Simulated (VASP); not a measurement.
# Zn5S (P4/mmm) in VASP: notebook

Runs on Zn5S. Level: PBE. Tasks: single point, relaxation of cell and atoms.

All numbers are computed with VASP 6.6.1; they aren't measurements. Logs are shortened: lines on timing, memory, paths and dates and some standing lists are left out, and cuts for length are marked.

## Step 1: The cell of the first run

Symmetry: P4/mmm, No. 123, tetragonal system. Conventional cell: a = 4.041 Å, b = 4.041 Å, c = 6.956 Å, α = 90.00°, β = 90.00°, γ = 90.00°. Within 2.2 Å of Zn (site symmetry 4mm) lie 1 Zn at 1.69 Å and 1 S at 1.79 Å. Zn (site symmetry mmm) has 2 S at 2.02 Å and 4 Zn at 2.70 Å within 2.7 Å. Within 2.2 Å of Zn (site symmetry 4/mmm) lie 2 Zn at 1.69 Å. Within 2.4 Å of S (site symmetry 4/mmm) lie 6 Zn at 1.79 to 2.02 Å.

The cell was generated, and may not be a known phase.

## Step 2: Single point, PBE

File INCAR:

```
PREC = Accurate
ENCUT = 520
EDIFF = 1E-6
ISMEAR = 0
SIGMA = 0.1
LREAL = F
LASPH = T
NELM = 60
ALGO = Normal
ISIF = 2
LWAVE = F
LCHARG = F
GGA = PE
NBANDS = 42
```

File KPOINTS:

```
regular mesh
0
Gamma
  4 4 4
```

File POSCAR:

```
Zn5S
1.0
    4.0409667400      0.0000000000      0.0000000000
    0.0000000000      4.0409667400      0.0000000000
    0.0000000000      0.0000000000      6.9563727500
Zn S
5 1
Direct
    0.5000000000      0.5000000000      0.7567736800
    0.5000000000      0.5000000000      0.2432263200
    0.0000000000      0.5000000000      0.5000000000
    0.5000000000      0.0000000000      0.5000000000
    0.5000000000      0.5000000000      0.0000000000
    0.5000000000      0.5000000000      0.5000000000
```

Potentials or basis: VASP PAW PBE potentials, release 64 (Zn, S).

Started as:

```sh
> cat potpaw_PBE.64/Zn/POTCAR potpaw_PBE.64/S/POTCAR > POTCAR
> mpirun -np 1 vasp_std > vasp.out
```

OUTCAR:

```text
PREC = Accurate
   ENCUT = 520
   EDIFF = 1E-6
   ISMEAR = 0
   LREAL = F
   LASPH = T
   NELM = 60
   ISIF = 2
   GGA = PE

 ion  position               nearest neighbor table
   1  0.500  0.500  0.757-   5 1.69   6 1.79   3 2.70   4 2.70   4 2.70   3 2.70
   2  0.500  0.500  0.243-   5 1.69   6 1.79   3 2.70   4 2.70   4 2.70   3 2.70
   3  0.000  0.500  0.500-   6 2.02   6 2.02   1 2.70   1 2.70   2 2.70   2 2.70   4 2.86   4 2.86
                             4 2.86   4 2.86
   4  0.500  0.000  0.500-   6 2.02   6 2.02   1 2.70   1 2.70   2 2.70   2 2.70   3 2.86   3 2.86
                             3 2.86   3 2.86
   5  0.500  0.500  0.000-   1 1.69   2 1.69
   6  0.500  0.500  0.500-   1 1.79   2 1.79   3 2.02   4 2.02   4 2.02   3 2.02

  LATTYP: Found a simple tetragonal cell.
 ALAT       =     4.0409667400
 C/A-ratio  =     1.7214625107

  Lattice vectors:

 A1 = (   4.0409667400,   0.0000000000,   0.0000000000)
 A2 = (   0.0000000000,   4.0409667400,   0.0000000000)
 A3 = (   0.0000000000,   0.0000000000,   6.9563727500)

Analysis of symmetry for initial positions (statically):
=====================================================================
 Subroutine PRICEL returns:
 Original cell was already a primitive cell.

 Routine SETGRP: Setting up the symmetry group for a
 simple tetragonal supercell.

 Subroutine GETGRP returns: Found 16 space group operations
 (whereof 16 operations were pure point group operations)
 out of a pool of 16 trial point group operations.

The static configuration has the point symmetry D_4h.

Analysis of symmetry for dynamics (positions and initial velocities):
=====================================================================
 Subroutine PRICEL returns:
 Original cell was already a primitive cell.

 Routine SETGRP: Setting up the symmetry group for a
 simple tetragonal supercell.

 Subroutine GETGRP returns: Found 16 space group operations
 (whereof 16 operations were pure point group operations)
 out of a pool of 16 trial point group operations.

The dynamic configuration has the point symmetry D_4h.

 Subroutine INISYM returns: Found 16 space group operations
 (whereof 16 operations are pure point group operations),
 and found     1 'primitive' translations

----------------------------------------------------------------------------------------

                                     Primitive cell

  volume of cell :     113.5935

  direct lattice vectors                    reciprocal lattice vectors
     4.040966740  0.000000000  0.000000000     0.247465536  0.000000000  0.000000000
     0.000000000  4.040966740  0.000000000     0.000000000  0.247465536  0.000000000
     0.000000000  0.000000000  6.956372750     0.000000000  0.000000000  0.143753079

  length of vectors
     4.040966740  4.040966740  6.956372750     0.247465536  0.247465536  0.143753079

  position of ions in fractional coordinates (direct lattice)
     0.500000000  0.500000000  0.756773680
     0.500000000  0.500000000  0.243226320
     0.000000000  0.500000000  0.500000000
     0.500000000  0.000000000  0.500000000
     0.500000000  0.500000000  0.000000000
     0.500000000  0.500000000  0.500000000

  ion indices of the primitive-cell ions
   primitive index   ion index
                 1           1
                 2           2
                 3           3
                 4           4
                 5           5
                 6           6

----------------------------------------------------------------------------------------

 KPOINTS: regular mesh

Automatic generation of k-mesh.
 Grid dimensions read from file:
 generate k-points for:    4    4    4

 Generating k-lattice:

  Cartesian coordinates                     Fractional coordinates (reciprocal lattice)
     0.061866384  0.000000000  0.000000000     0.250000000  0.000000000  0.000000000
     0.000000000  0.061866384  0.000000000     0.000000000  0.250000000  0.000000000
     0.000000000  0.000000000  0.035938270     0.000000000  0.000000000  0.250000000

  Length of vectors
     0.061866384  0.061866384  0.035938270

  Shift w.r.t. Gamma in fractional coordinates (k-lattice)
     0.000000000  0.000000000  0.000000000

 Subroutine IBZKPT returns following result:
 ===========================================

 Found     18 irreducible k-points:

 Following reciprocal coordinates:
            Coordinates               Weight
  0.000000  0.000000  0.000000      1.000000
  0.250000  0.000000  0.000000      4.000000
  0.500000  0.000000  0.000000      2.000000
  0.250000  0.250000  0.000000      4.000000
  0.500000  0.250000  0.000000      4.000000
  0.500000  0.500000  0.000000      1.000000
[... 10 lines left out ...]
  0.500000  0.250000  0.500000      4.000000
  0.500000  0.500000  0.500000      1.000000
   k-points           NKPTS =     18   k-points in BZ     NKDIM =     18   number of bands    NBANDS=     42
   number of dos      NEDOS =    301   number of ions     NIONS =      6
   total plane-waves  NPLWV =  48600
   dimension x,y,z NGX =    30 NGY =   30 NGZ =   54
   dimension x,y,z NGXF=    60 NGYF=   60 NGZF=  108
   ions per type =               5   1
   NGX,Y,Z   is equivalent  to a cutoff of  12.34, 12.34, 12.91 a.u.
   NGXF,Y,Z  is equivalent  to a cutoff of  24.68, 24.68, 25.81 a.u.
 SYSTEM =  unknown system
   PREC   = accura    normal or accurate (medium, high low for compatibility)
   ISTART =      0    job   : 0-new  1-cont  2-samecut
   ICHARG =      2    charge: 1-file 2-atom 10-const
   ISPIN  =      1    spin polarized calculation?
   LNONCOLLINEAR =      F non collinear calculations
   LSORBIT =      F    spin-orbit coupling
   LASPH  =      T    aspherical Exc in radial PAW
   ENCUT  =  520.0 eV  38.22 Ry    6.18 a.u.   7.51  7.51 12.93*2*pi/ulx,y,z
   NELM   =     60;   NELMIN=  2; NELMDL= -5     # of ELM steps
   EDIFF  = 0.1E-05   stopping-criterion for ELM
   LREAL  =      F    real-space projection
   EDIFFG = 0.1E-04   stopping-criterion for IOM
   NSW    =      0    number of steps for IOM
   IBRION =     -1    ionic relax: 0-MD 1-quasi-New 2-CG
   NFREE  =      0    steps in history (QN), initial steepest desc. (CG)
   ISIF   =      2    stress and relaxation
   ISYM   =      2    0-nonsym 1-usesym 2-fastsym
   POTIM  = 0.5000    time-step for ionic-motion
   TEBEG  =    0.0;   TEEND  =   0.0 temperature during run
   PSTRESS=    0.0 pullay stress
   NELECT =      66.0000    total number of electrons
   NUPDOWN=      -1.0000    fix difference up-down
   EMIN   =  10.00;   EMAX   =-10.00  energy-range for DOS
   EFERMI =   0.00;   METHOD = LEGACY
   ISMEAR =     0;   SIGMA  =   0.10  broadening in eV -4-tet -1-fermi 0-gaus
   EFERMI_NEDOS =   21; number of points for ismear=-14 and -15
   IALGO  =     38    algorithm
   IMIX   =      4    mixing-type and parameters
     AMIX     =   0.40;   BMIX     =  1.00
     AMIX_MAG =   1.60;   BMIX_MAG =  1.00
  volume/ion in A,a.u.               =      18.93       127.76
  Fermi-wavevector in a.u.,A,eV,Ry     =   1.366066  2.581490 25.390325  1.866136
  Thomas-Fermi vector in A             =   2.492239
   LORBIT       =      0    0 simple, 1 ext, 2 COOP (PROOUT), +10 PAW based schemes
   GGA     = PE    functional components
   LHFCALC =     F    Hartree Fock is set to
   AEXX    =    0.0000 exact exchange contribution
   IVDW    =     0    specifies the selected vdW correction
   LEPSILON=     F    determine dielectric tensor
   LRPA    =     F    only Hartree local field effects (RPA)
 non-spin polarized calculation
 Gauss-broadening in eV      SIGMA  =   0.10
  energy-cutoff  :      520.00
  volume of cell :      113.59
 maximum number of plane-waves:      3082
   NGX = 15   NGY = 15   NGZ = 25

 number of electron      66.0000057 magnetization

 Free energy of the ion-electron system (eV)
  ---------------------------------------------------
  ext. energy  EPLUGINS =         0.00000000
  ---------------------------------------------------
  free energy    TOTEN  =        11.66817406 eV

  energy without entropy =       11.68355867  energy(sigma->0) =       11.67586636

 E-fermi :   2.3742     XC(G=0):  -9.6203

 val. band max:        2.3670997157   @ k =   0.2500   0.2500   0.0000
 cond. band min:       2.4054373816   @ k =   0.2500   0.2500   0.5000
 fundamental gap:      0.0383376659
 Fermi energy:         2.3741950724

 k-point     1 :       0.0000    0.0000    0.0000
  band No.  band energies     occupation
      1     -17.3373      2.00000
      2      -9.6978      2.00000
      3      -9.3465      2.00000
      4      -8.3662      2.00000
      5      -8.3662      2.00000
      6      -8.1800      2.00000
[... 34 lines left out ...]
     41       8.4039      0.00000
     42       8.4039      0.00000

 k-point     2 :       0.2500    0.0000    0.0000
  band No.  band energies     occupation
      1     -17.1289      2.00000
      2      -9.7998      2.00000
      3      -9.4500      2.00000
      4      -9.0400      2.00000
      5      -8.3897      2.00000
      6      -8.3618      2.00000
[... 34 lines left out ...]
     41       7.2950      0.00000
     42      10.2013      0.00000

 k-point     3 :       0.5000    0.0000    0.0000
  band No.  band energies     occupation
      1     -16.8933      2.00000
      2     -10.0557      2.00000
      3      -9.8904      2.00000
      4      -9.2586      2.00000
      5      -8.5457      2.00000
      6      -8.3574      2.00000
[... 34 lines left out ...]
     41       9.0177      0.00000
     42       9.1659      0.00000

 k-point     4 :       0.2500    0.2500    0.0000
  band No.  band energies     occupation
      1     -16.9135      2.00000
      2      -9.8978      2.00000
      3      -9.5334      2.00000
      4      -9.4063      2.00000
      5      -8.8896      2.00000
      6      -8.3240      2.00000
[... 574 lines left out ...]
     41       8.8380      0.00000
     42      10.0013      0.00000

 k-point    17 :       0.5000    0.2500    0.5000
  band No.  band energies     occupation
      1     -16.6326      2.00000
      2     -10.8341      2.00000
      3     -10.1923      2.00000
      4      -9.5427      2.00000
      5      -7.9049      2.00000
      6      -7.8019      2.00000
[... 34 lines left out ...]
     41       8.4574      0.00000
     42       8.5510      0.00000

 k-point    18 :       0.5000    0.5000    0.5000
  band No.  band energies     occupation
      1     -16.3699      2.00000
      2     -10.8724      2.00000
      3     -10.2666      2.00000
      4     -10.2666      2.00000
      5      -7.9213      2.00000
      6      -7.9213      2.00000
[... 34 lines left out ...]
     41       9.0354      0.00000
     42       9.5803      0.00000

------------------------ aborting loop because EDIFF is reached ----------------------------------------

  FORCE on cell =-STRESS in cart. coord.  units (eV):
  Direction    XX          YY          ZZ          XY          YZ          ZX
  --------------------------------------------------------------------------------------
  -------------------------------------------------------------------------------------
  Total       19.7516150     19.7516150    122.8564372      0.0000000      0.0000000     -0.0000000
  in kB      278.5863267    278.5863267   1732.8265849      0.0000000      0.0000000     -0.0000000
  external PRESSURE =     763.3330794 kB  Pullay stress =       0.0000000 kB

 VOLUME and BASIS-vectors are now :
 -----------------------------------------------------------------------------
  energy-cutoff  :      520.00
  volume of cell :      113.59
      direct lattice vectors                 reciprocal lattice vectors
     4.040966740  0.000000000  0.000000000     0.247465536  0.000000000  0.000000000
     0.000000000  4.040966740  0.000000000     0.000000000  0.247465536  0.000000000
     0.000000000  0.000000000  6.956372750     0.000000000  0.000000000  0.143753079

 POSITION                                       TOTAL-FORCE (eV/Angst)
 -----------------------------------------------------------------------------------
      2.02048      2.02048      5.26440         0.000000      0.000000     -7.411641
      2.02048      2.02048      1.69197        -0.000000      0.000000      7.411641
      0.00000      2.02048      3.47819         0.000000     -0.000000      0.000000
      2.02048      0.00000      3.47819         0.000000     -0.000000      0.000000
      2.02048      2.02048      0.00000         0.000000     -0.000000      0.000000
      2.02048      2.02048      3.47819         0.000000     -0.000000      0.000000
 -----------------------------------------------------------------------------------
    total drift:                                0.000000      0.000000      0.000000

  FREE ENERGIE OF THE ION-ELECTRON SYSTEM (eV)
  ---------------------------------------------------
  free  energy   TOTEN  =        11.6681740598 eV

  energy  without entropy=       11.6835586669  energy(sigma->0) =       11.67586636
```

Run time: 55 s. Hardware: 1 thread of Intel Xeon 6975P-C (Granite Rapids), shared host; peak memory 0.23 GiB.

Results:

```yaml
Free_energy: 11.6682 eV
Pressure: 76.3 GPa
Largest_force: 7.412 eV/Å
Band_gap_on_the_k_mesh: zero (bands 33 and 34 overlap by 1.84 eV)
```

Forces on the atoms (eV/Å):
```
Zn   0.000  0.000 -7.412
Zn   0.000  0.000  7.412
Zn   0.000  0.000  0.000
Zn   0.000  0.000  0.000
Zn   0.000  0.000  0.000
S    0.000  0.000  0.000
```

Caveat: the k points lie up to 0.39 Å⁻¹ apart, too coarse for converged energies and pressures of a metal; atoms lie so close that the PAW spheres overlap strongly, which falsifies energies and pressures; forces of over 1 eV/Å act on the atoms, so gaps and moduli don't describe the material at rest.

## Step 3: Single point, PBE

This run uses another cell than the first one, of 46.39 Å³/atom.

File INCAR:

```
SYSTEM = Zn5S
ALGO = Normal
EDIFF = 1E-7
ENCUT = 520
GGA = PE
ISIF = 2
ISMEAR = 0
LASPH = .TRUE.
LCHARG = .FALSE.
LREAL = .FALSE.
LWAVE = .FALSE.
NBANDS = 42
NELM = 60
PREC = Accurate
SIGMA = 0.1
```

File KPOINTS:

```
k-points
0
G
  4 4 4
  0 0 0
```

File POSCAR:

```
Zn5S
1.0
    5.4863214382      0.0000000000      0.0000000000
    0.0000000000      5.4863214382      0.0000000000
    0.0000000000      0.0000000000      9.2465788162
Zn S
5 1
Direct
    0.5000000000      0.5000000000      0.7468696174
    0.5000000000      0.5000000000      0.2531303826
    0.0000000000      0.5000000000      0.5000000000
    0.5000000000      0.0000000000      0.5000000000
    0.5000000000      0.5000000000      0.0000000000
    0.5000000000      0.5000000000      0.5000000000
```

Potentials or basis: VASP PAW PBE potentials, release 64 (Zn, S).

Started as:

```sh
> cat potpaw_PBE.64/Zn/POTCAR potpaw_PBE.64/S/POTCAR > POTCAR
> mpirun -np 1 vasp_std > vasp.out
```

Run time: 3.4 min. Hardware: 1 thread of Intel Xeon 6975P-C (Granite Rapids), shared host; peak memory 0.43 GiB.

Results (log left out):

- Free energy: -5.5679 eV
- Pressure: 0.0 GPa
- Largest force: 0.021 eV/Å
- Band gap on the k mesh: zero (bands 33 and 34 overlap by 0.21 eV)

Forces in eV/Å, atoms in the order of the input:
```
Zn   0.000  0.000 -0.021
Zn   0.000  0.000  0.021
Zn   0.000  0.000  0.000
Zn   0.000  0.000  0.000
Zn   0.000  0.000  0.000
S    0.000  0.000  0.000
```

Levels at points of the mesh, in eV from the Fermi level:
| k point | band 29 | band 30 | band 31 | band 32 | band 33 | band 34 | band 35 | band 36 | band 37 | band 38 |
| --- | --- | --- | --- | --- | --- | --- | --- | --- | --- | --- |
| (0.00, 0.00, 0.00) | -4.38 | -4.38 | -2.98 | -2.20 | -1.86 | 0.16 | 1.46 | 1.46 | 2.02 | 2.14 |
| (0.50, 0.00, 0.00) | -5.09 | -4.25 | -2.36 | -2.09 | -0.04 | 0.06 | 0.22 | 0.56 | 1.65 | 2.31 |
| (0.50, 0.50, 0.00) | -5.05 | -4.96 | -2.00 | 0.07 | 0.20 | 0.27 | 0.27 | 0.30 | 0.30 | 0.82 |
| (0.00, 0.00, 0.50) | -4.37 | -4.37 | -3.77 | -2.61 | -1.86 | 1.06 | 1.06 | 1.36 | 2.91 | 2.91 |
| (0.50, 0.00, 0.50) | -4.49 | -4.23 | -3.48 | -2.19 | -0.58 | 0.18 | 1.22 | 2.03 | 2.04 | 2.37 |
| (0.50, 0.50, 0.50) | -5.04 | -4.39 | -3.26 | -0.32 | -0.32 | 0.08 | 0.48 | 0.48 | 2.28 | 2.28 |

Caveat: semilocal functionals underestimate gaps, and a narrow one can read as zero.

(Part 1 of 2 ends here.)

The gap in the log of VASP goes by the Fermi energy; the results here count the filled bands.